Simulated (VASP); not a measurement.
V, 1 atom in the cell. It takes space group Im-3m (No. 229, cubic). The conventional cell has a = 3.000 Å, b = 3.000 Å, c = 3.000 Å, α = 90.00°, β = 90.00°, γ = 90.00°. Within 3.4 Å of V (site symmetry m-3m) lie 14 V at 2.60 to 3.00 Å. 

* Program: VASP 6.6.1
* Task: relaxation of cell and atoms
* Functional: r2SCAN
* Potentials or basis: VASP PAW PBE potentials, release 64 (V_sv)
* Cutoff: 600 eV
* k mesh: 20 × 20 × 20
* Occupations: methfessel-paxton, width 0.1 eV
* Spin: no spin polarisation
* Dipole correction: no
* Further INCAR settings: ALGO = Normal; EDIFF = 1e-06; IBRION = 2; EDIFFG = -0.005; NSW = 80; ISIF = 3

Potentials or basis: VASP PAW PBE potentials, release 64 (V_sv).

Command:

```bash
$ cat potpaw_PBE.64/V_sv/POTCAR > POTCAR
$ cp INCAR.step1 INCAR
$ mpirun -np 1 vasp_std > vasp.out
$ cp INCAR.step2 INCAR
$ mpirun -np 1 vasp_std > vasp.out
```

Hardware: 1 thread of Intel Xeon 8259CL (shared host).

Question: How long does it take, and how much memory?

Answer: Run time: 3.9 min on 1 thread of Intel Xeon 8259CL, with other jobs on the host, peak memory 0.18 GiB. Counts: k points 256, ion steps 3.
